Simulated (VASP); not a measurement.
Here is a VASP 6.6.1 calculation.

The input INCAR:

```
SYSTEM = ZrSnI6
PREC = Accurate
ENCUT = 500
EDIFF = 1E-6
ISMEAR = -1
SIGMA = 0.05
LREAL = .False.
LASPH = .True.
NELM = 120
ALGO = Normal
ISIF = 2
LWAVE = .False.
LCHARG = .False.
GGA = PS
NBANDS = 44
GGA_COMPAT = .False.
```

File KPOINTS:

```
Automatic mesh
0
Gamma
  4 4 4
  0 0 0
```

File POSCAR:

```
ZrSnI6
1.0
    0.0006506694      5.1785193554      5.1774332134
    5.5685680817     -0.3860263139      5.5660185819
    5.1799550132      5.1794501929     -0.0002884342
Zr Sn I
1 1 6
Direct
    0.5021163942      0.4956068073      0.4960903248
    0.0020488446     -0.0041167393     -0.0036630599
    0.5585471080      0.2539213224      0.2693512396
    0.4454078355      0.7361278146      0.7240797574
    0.0898809406      0.7363802199      0.4396276399
    0.9140212680      0.2538565856      0.5526948507
    0.2741811618      0.2546408244      0.9084264632
    0.7290014918      0.7370300554      0.0843575338
```

Potentials or basis: VASP PAW PBE potentials, release 64 (Zr_sv, Sn_d, I).

The run is started by

```bash
$ cat potpaw_PBE.64/Zr_sv/POTCAR potpaw_PBE.64/Sn_d/POTCAR potpaw_PBE.64/I/POTCAR > POTCAR
$ mpirun -np 1 vasp_std > vasp.out
```

(1) What does it give for the band gap on the k mesh?

(2) Estimate the pressure.

(3) What does it give for the largest force?

Results:

(1) 0.96 eV (least direct gap 1.22 eV).

(2) 0.0 GPa.

(3) 0.008 eV/Å.

Caveat: the PAW data sets were made with another functional, which shifts forces and pressure a little; spin-orbit coupling is left out, which moves the levels of the heavy elements.
